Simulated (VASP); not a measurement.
TiTc: single point with LDA

Crystal: TiTc.

```
Ti Tc
1.0
     3.11000    0.00000    0.00000
     0.00000    3.11000    0.00000
     0.00000    0.00000    3.11000
Ti Tc
1 1
Direct
  0.50000 0.50000 0.50000
  0.00000 0.00000 0.00000
```

```yaml
Program: VASP 6.6.1
Task: single point
Functional: LDA
Potentials_or_basis: VASP PAW LDA potentials, release 64 (Ti_sv, Tc_pv)
Cutoff: 500 eV
k_mesh: 7 × 7 × 7
Occupations: methfessel-paxton, width 0.15 eV
Spin: no spin polarisation
Dipole_correction: no
Further_INCAR_settings: ALGO = Normal; EDIFF = 1e-06; NBANDS = 20
```

The pressure is -13.5 GPa and the band gap on the k mesh is zero (an odd number of electrons rules out a gap without spin polarisation).

Levels at points of the mesh, in eV from the Fermi level:
```
           k point  band 11  band 12  band 13  band 14  band 15  band 16
(0.00, 0.00, 0.00)    -0.17    -0.17    -0.17     2.58     2.58     4.30
```

It took 13 s on 1 thread of AMD EPYC 7R43 64-Core Processor (Zen 3), on a shared host, peak memory 0.09 GiB.

Caveat: the cell stands under tension.
